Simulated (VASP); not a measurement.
# TiTe2 (P-3m1) in VASP: a series of runs, part 2 of 2

VASP 6.6.1. Earlier steps stand in the parts before.

## 4. Single point, PBE

The input, INCAR:

```
PREC = Accurate
ENCUT = 520
EDIFF = 1E-6
ISMEAR = -1
SIGMA = 0.02
LREAL = False
LASPH = True
NELM = 100
ALGO = Normal
ISIF = 2
LWAVE = False
LCHARG = False
GGA = PE
NBANDS = 19
```

The input, KPOINTS:

```
regular mesh
0
Gamma
  6 6 4
```

The input, POSCAR:

```
TiTe2
1.0
    3.7903815437      0.0000000000      0.0000000000
   -1.8951907719      3.2825667069      0.0000000000
    0.0000000000      0.0000000000      6.5558879831
Ti Te
1 2
Direct
    0.0000000000      0.0000000000      0.0000000000
    0.6666666667      0.3333333333      0.2577957668
    0.3333333333      0.6666666667      0.7422042332
```

Potentials or basis: VASP PAW PBE potentials, release 64 (Ti_sv, Te).

Started as:

```
> cat potpaw_PBE.64/Ti_sv/POTCAR potpaw_PBE.64/Te/POTCAR > POTCAR
> mpirun -np 1 vasp_std > vasp.out
```

OUTCAR:

```text
PREC = Accurate
   ENCUT = 520
   EDIFF = 1E-6
   ISMEAR = -1
   LREAL = False
   LASPH = True
   NELM = 100
   ISIF = 2
   GGA = PE

 ion  position               nearest neighbor table
   1  0.000  0.000  0.000-   2 2.77   3 2.77   2 2.77   3 2.77   2 2.77   3 2.77
   2  0.667  0.333  0.258-   1 2.77   1 2.77   1 2.77
   3  0.333  0.667  0.742-   1 2.77   1 2.77   1 2.77

  LATTYP: Found a hexagonal cell.
 ALAT       =     3.7903815437
 C/A-ratio  =     1.7296116255

[... 716 lines left out ...]

  FORCE on cell =-STRESS in cart. coord.  units (eV):
  Direction    XX          YY          ZZ          XY          YZ          ZX
  --------------------------------------------------------------------------------------
  -------------------------------------------------------------------------------------
  Total        0.3042471      0.3042471      0.6409892     -0.0000000      0.0000000      0.0000000
  in kB        5.9759775      5.9759775     12.5902182     -0.0000000      0.0000000      0.0000000
  external PRESSURE =       8.1807244 kB  Pullay stress =       0.0000000 kB

 VOLUME and BASIS-vectors are now :
 -----------------------------------------------------------------------------
  energy-cutoff  :      520.00
  volume of cell :       81.57
      direct lattice vectors                 reciprocal lattice vectors
     3.790381544  0.000000000  0.000000000     0.263825683  0.152319829  0.000000000
    -1.895190772  3.282566707  0.000000000     0.000000000  0.304639658  0.000000000
     0.000000000  0.000000000  6.555887983     0.000000000  0.000000000  0.152534638

 POSITION                                       TOTAL-FORCE (eV/Angst)
 -----------------------------------------------------------------------------------
      0.00000      0.00000      0.00000        -0.000000      0.000000      0.000000
      1.89519      1.09419      1.69008        -0.000000      0.000000      0.126023
     -0.00000      2.18838      4.86581         0.000000     -0.000000     -0.126023
 -----------------------------------------------------------------------------------
    total drift:                               -0.000000     -0.000000      0.000000

  FREE ENERGIE OF THE ION-ELECTRON SYSTEM (eV)
  ---------------------------------------------------
  free  energy   TOTEN  =       -16.2077394454 eV

  energy  without entropy=      -16.2058686518  energy(sigma->0) =      -16.20680405
```

OSZICAR:

```text
N       E                     dE             d eps       ncg     rms          rms(c)
DAV:   1     0.180574063879E+03    0.18057E+03   -0.10622E+04   912   0.117E+03
DAV:   2    -0.217930401054E+01   -0.18275E+03   -0.17786E+03   976   0.301E+02
DAV:   3    -0.178654859137E+02   -0.15686E+02   -0.15272E+02  1392   0.831E+01
DAV:   4    -0.184563989079E+02   -0.59091E+00   -0.58583E+00  1181   0.146E+01
DAV:   5    -0.184740461938E+02   -0.17647E-01   -0.17640E-01  1329   0.245E+00    0.120E+01
DAV:   6    -0.186519178798E+02   -0.17787E+00   -0.38738E+01   991   0.379E+01    0.151E+01
DAV:   7    -0.164866946558E+02    0.21652E+01   -0.35393E+01  1129   0.329E+01    0.561E+00
DAV:   8    -0.162104718152E+02    0.27622E+00   -0.13975E+00  1088   0.824E+00    0.173E+00
DAV:   9    -0.162324280777E+02   -0.21956E-01   -0.31219E-01  1157   0.355E+00    0.163E+00
DAV:  10    -0.162092096478E+02    0.23218E-01   -0.25757E-01  1063   0.357E+00    0.740E-01
DAV:  11    -0.162078884550E+02    0.13212E-02   -0.19421E-02  1038   0.110E+00    0.351E-01
DAV:  12    -0.162077784087E+02    0.11005E-03   -0.16603E-03  1068   0.312E-01    0.238E-01
DAV:  13    -0.162077426589E+02    0.35750E-04   -0.15023E-04  1041   0.961E-02    0.228E-02
DAV:  14    -0.162077440016E+02   -0.13426E-05   -0.66020E-06  1115   0.195E-02    0.434E-02
DAV:  15    -0.162077410156E+02    0.29860E-05   -0.38399E-06   863   0.153E-02    0.218E-02
DAV:  16    -0.162077392917E+02    0.17239E-05   -0.95790E-06  1120   0.215E-02    0.925E-04
DAV:  17    -0.162077394454E+02   -0.15372E-06   -0.24049E-07   549   0.367E-03
   1 F= -.16207739E+02 E0= -.16206804E+02  d E =-.187079E-02
```

It took 36 s on 1 thread of Intel Xeon 6975P-C, shared host; peak memory 0.2 GiB.

What came out:

| Property | Result |
| --- | --- |
| Free energy | -16.2077 eV |
| Pressure | 0.8 GPa |
| Largest force | 0.126 eV/Å |
| Band gap on the k mesh | zero (band 12 reaches 7.01 eV, above the bottom of band 13 at 6.39 eV) |

Forces on the atoms (eV/Å):
```
Ti   0.000  0.000  0.000
Te   0.000  0.000  0.126
Te   0.000  0.000 -0.126
```

Stress tensor (GPa, compression positive):
```
0.60 0.00 0.00
0.00 0.60 0.00
0.00 0.00 1.26
```

Caveat: spin-orbit coupling is left out, which moves the levels of the heavy elements; this functional lacks dispersion, which binds the layers, so the pressure and a relaxed spacing across them are unreliable.

## 5. Single point, PBE+D4

The input, INCAR:

```
SYSTEM = TiTe2
PREC = Accurate
ENCUT = 520
EDIFF = 1E-6
ISMEAR = -1
SIGMA = 0.02
LREAL = .False.
LASPH = .True.
NELM = 100
ALGO = Normal
ISIF = 2
LWAVE = .False.
LCHARG = .False.
GGA = PE
IVDW = 13
NBANDS = 19
```

The input, KPOINTS:

```
regular mesh
0
Gamma
  6 6 4
  0 0 0
```

POSCAR is that of step 4.

Potentials or basis: VASP PAW PBE potentials, release 64 (Ti_sv, Te).

Started as:

```
> cat potpaw_PBE.64/Ti_sv/POTCAR potpaw_PBE.64/Te/POTCAR > POTCAR
> mpirun -np 1 vasp_std > vasp.out
```

OUTCAR:

```text
SYSTEM = TiTe2
   PREC = Accurate
   ENCUT = 520
   EDIFF = 1E-6
   ISMEAR = -1
   LREAL = .False.
   LASPH = .True.
   NELM = 100
   ISIF = 2
   GGA = PE
   IVDW = 13

 ion  position               nearest neighbor table
   1  0.000  0.000  0.000-   2 2.77   3 2.77   2 2.77   3 2.77   2 2.77   3 2.77
   2  0.667  0.333  0.258-   1 2.77   1 2.77   1 2.77
   3  0.333  0.667  0.742-   1 2.77   1 2.77   1 2.77

  LATTYP: Found a hexagonal cell.
 ALAT       =     3.7903815437
 C/A-ratio  =     1.7296116255

[... 716 lines left out ...]

  DFT-D4 for vdW energy calculation

  Edisp (eV):   -1.23962

  FORCE on cell =-STRESS in cart. coord.  units (eV):
  Direction    XX          YY          ZZ          XY          YZ          ZX
  --------------------------------------------------------------------------------------
  -------------------------------------------------------------------------------------
  Total      -0.81644    -0.81644    -0.55281     0.00000     0.00000     0.00000
  in kB     -16.03642   -16.03642   -10.85830     0.00000     0.00000     0.00000
  external pressure =      -14.31 kB  Pullay stress =        0.00 kB

 VOLUME and BASIS-vectors are now :
 -----------------------------------------------------------------------------
  energy-cutoff  :      520.00
  volume of cell :       81.57
      direct lattice vectors                 reciprocal lattice vectors
     3.790381544  0.000000000  0.000000000     0.263825683  0.152319829  0.000000000
    -1.895190772  3.282566707  0.000000000     0.000000000  0.304639658  0.000000000
     0.000000000  0.000000000  6.555887983     0.000000000  0.000000000  0.152534638

 POSITION                                       TOTAL-FORCE (eV/Angst)
 -----------------------------------------------------------------------------------
      0.00000      0.00000      0.00000         0.000000     -0.000000      0.000000
      1.89519      1.09419      1.69008        -0.000000      0.000000      0.114910
     -0.00000      2.18838      4.86581        -0.000000     -0.000000     -0.114910
 -----------------------------------------------------------------------------------
    total drift:                               -0.000000     -0.000000      0.000000

  FREE ENERGIE OF THE ION-ELECTRON SYSTEM (eV)
  ---------------------------------------------------
  free  energy   TOTEN  =       -17.4473635239 eV

  energy  without entropy=      -17.4454927303  energy(sigma->0) =      -17.44642813
```

stdout:

```text
POSCAR found type information on POSCAR TiTe
 POSCAR found :  2 types and       3 ions
 scaLAPACK will be used
 LDA part: xc-table for (Slater+PW92), standard interpolation
 POSCAR, INCAR and KPOINTS ok, starting setup
 FFT: planning ... GRIDC
 FFT: planning ... GRID_SOFT
 FFT: planning ... GRID
 WAVECAR not read
 entering main loop
```

Run time: 40 s. Hardware: 1 thread of Intel Xeon 6975P-C, shared host; peak memory 0.2 GiB.

Results:

| Property | Result |
| --- | --- |
| Free energy | -17.4474 eV |
| Pressure | -1.4 GPa |
| Largest force | 0.115 eV/Å |
| Band gap on the k mesh | zero (band 12 reaches 7.01 eV, above the bottom of band 13 at 6.39 eV) |
| Dispersion energy per atom | -0.413 eV |

Forces on the atoms (eV/Å):
```
Ti   0.000  0.000  0.000
Te   0.000  0.000  0.115
Te   0.000  0.000 -0.115
```

Stress tensor (GPa, compression positive):
```
-1.60  0.00  0.00
 0.00 -1.60  0.00
 0.00  0.00 -1.09
```

Levels at points of the mesh, in eV from the Fermi level:
```tsv
k point	band 8	band 9	band 10	band 11	band 12	band 13	band 14	band 15	band 16	band 17
(0.00, 0.00, 0.00)	-1.73	-1.73	0.38	0.38	0.38	0.47	1.01	1.01	3.11	3.11
(0.50, 0.00, 0.00)	-3.68	-2.64	-2.39	-1.79	-1.13	0.04	1.12	1.44	2.45	3.33
(0.00, 0.00, 0.50)	-2.53	-1.67	-1.67	0.37	0.37	0.75	0.75	1.02	3.48	3.48
(0.50, 0.00, 0.50)	-4.45	-2.39	-2.03	-1.04	-0.69	-0.24	1.12	1.42	2.67	3.47
```

Caveat: spin-orbit coupling is left out, which moves the levels of the heavy elements.

## 6. Single point, PBE

The input, INCAR:

```
ALGO = Normal
EDIFF = 1E-6
ENCUT = 520
GGA = PE
ISIF = 2
ISMEAR = -1
ISYM = 0
LASPH = True
LCHARG = False
LREAL = False
LWAVE = False
NBANDS = 19
NELM = 60
PREC = Accurate
SIGMA = 0.02
```

The input, KPOINTS:

```
k-points
0
Gamma
  6 6 4
```

POSCAR is that of step 5.

Potentials or basis: VASP PAW PBE potentials, release 64 (Ti_sv, Te).

Started as:

```
> cat potpaw_PBE.64/Ti_sv/POTCAR potpaw_PBE.64/Te/POTCAR > POTCAR
> mpirun -np 1 vasp_std > vasp.out
```

Wall time 92 s (1 thread of Intel Xeon 6975P-C, shared host); peak memory 0.27 GiB.

Results (log left out):

* Free energy: -16.2077 eV
* Pressure: 0.7 GPa
* Largest force: 0.128 eV/Å
* Band gap on the k mesh: zero (band 12 reaches 7.01 eV, above the bottom of band 13 at 6.39 eV)

Forces in eV/Å, atoms in the order of the input:
```
Ti   0.000  0.000  0.000
Te   0.000  0.000  0.128
Te   0.000  0.000 -0.128
```

Stress tensor (GPa, compression positive):
```
0.49 0.00 0.00
0.00 0.49 0.00
0.00 0.00 1.14
```

Levels at points of the mesh, in eV from the Fermi level:
| k point | band 8 | band 9 | band 10 | band 11 | band 12 | band 13 | band 14 | band 15 | band 16 | band 17 |
| --- | --- | --- | --- | --- | --- | --- | --- | --- | --- | --- |
| (0.00, 0.00, 0.00) | -1.73 | -1.73 | 0.38 | 0.38 | 0.38 | 0.47 | 1.01 | 1.01 | 3.11 | 3.11 |
| (0.50, 0.00, 0.00) | -3.68 | -2.64 | -2.39 | -1.79 | -1.13 | 0.04 | 1.12 | 1.45 | 2.45 | 3.33 |
| (0.00, 0.50, 0.00) | -3.68 | -2.64 | -2.39 | -1.79 | -1.13 | 0.04 | 1.12 | 1.45 | 2.45 | 3.33 |
| (0.50, 0.50, 0.00) | -3.68 | -2.64 | -2.39 | -1.79 | -1.13 | 0.04 | 1.12 | 1.45 | 2.45 | 3.33 |
| (0.00, 0.00, 0.50) | -2.53 | -1.67 | -1.67 | 0.37 | 0.37 | 0.75 | 0.75 | 1.02 | 3.48 | 3.48 |
| (0.50, 0.00, 0.50) | -4.45 | -2.39 | -2.03 | -1.04 | -0.69 | -0.24 | 1.12 | 1.42 | 2.67 | 3.47 |
| (0.00, 0.50, 0.50) | -4.45 | -2.39 | -2.03 | -1.04 | -0.69 | -0.24 | 1.12 | 1.42 | 2.67 | 3.47 |
| (0.50, 0.50, 0.50) | -4.45 | -2.39 | -2.03 | -1.04 | -0.69 | -0.24 | 1.12 | 1.42 | 2.67 | 3.47 |

Caveat: spin-orbit coupling is left out, which moves the levels of the heavy elements; this functional lacks dispersion, which binds the layers, so the pressure and a relaxed spacing across them are unreliable.

## 7. The runs side by side

```csv
level,k mesh,gap on the mesh (eV),pressure (GPa),largest force (eV/Å)
PBE,2 × 2 × 2,none,1.3,0.10
PBE,5 × 5 × 5,none,1.0,0.16
PBE,6 × 6 × 4,none,0.7,0.13
PBE+D4,6 × 6 × 4,none,-1.4,0.11
```

Alike in all rows: task single point; potentials or basis VASP PAW PBE potentials, release 64 (Ti_sv, Te); no spin polarisation; cell as given; cutoff (eV) 520; smearing fermi-dirac 0.02 eV.

Caveats: some runs use coarse meshes; spin-orbit coupling is left out, which moves the levels of the heavy elements; this functional lacks dispersion, which binds the layers, so the pressure and a relaxed spacing across them are unreliable (some runs).

Total energies depend on the potentials used, so only differences within one code and one set of settings carry meaning.
